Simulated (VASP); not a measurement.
A run of VASP 6.6.1 is set up as follows.

File POSCAR:

```
Mo
1.0
   -1.5804252937      1.5804252937      1.5804252937
    1.5804252937     -1.5804252937      1.5804252937
    1.5804252937      1.5804252937     -1.5804252937
Mo
1
Direct
    0.0000000000      0.0000000000      0.0000000000
```

File INCAR.step1:

```
PREC = Accurate
ENCUT = 520
ISMEAR = 0
SIGMA = 0.1
LREAL = False
LASPH = True
NELM = 60
NBANDS = 13
GGA = PE
ALGO = Normal
EDIFF = 1E-4
LWAVE = True
LCHARG = False
```

Contents of INCAR.step2:

```
PREC = Accurate
ENCUT = 520
EDIFF = 1E-6
ISMEAR = 0
SIGMA = 0.1
LREAL = False
LASPH = True
NELM = 60
ALGO = Normal
ISIF = 2
LWAVE = False
LCHARG = False
METAGGA = R2SCAN
LMIXTAU = True
NBANDS = 13
ISTART = 1
```

File KPOINTS:

```
Automatic mesh
0
Gamma
  24 24 24
```

Potentials or basis: VASP PAW PBE potentials, release 64 (Mo_sv).

Run with:

```console
$ cat potpaw_PBE.64/Mo_sv/POTCAR > POTCAR
$ cp INCAR.step1 INCAR
$ mpirun -np 1 vasp_std > vasp.out
$ cp INCAR.step2 INCAR
$ mpirun -np 1 vasp_std > vasp.out
```

(1) What does it give for the band gap on the k mesh?

(2) Estimate the pressure.

## Answers

(1) zero (band 7 reaches 16.47 eV, above the bottom of band 8 at 10.98 eV).

(2) -1.4 GPa.

Caveat: the PAW data sets were made with another functional, which shifts forces and pressure a little.
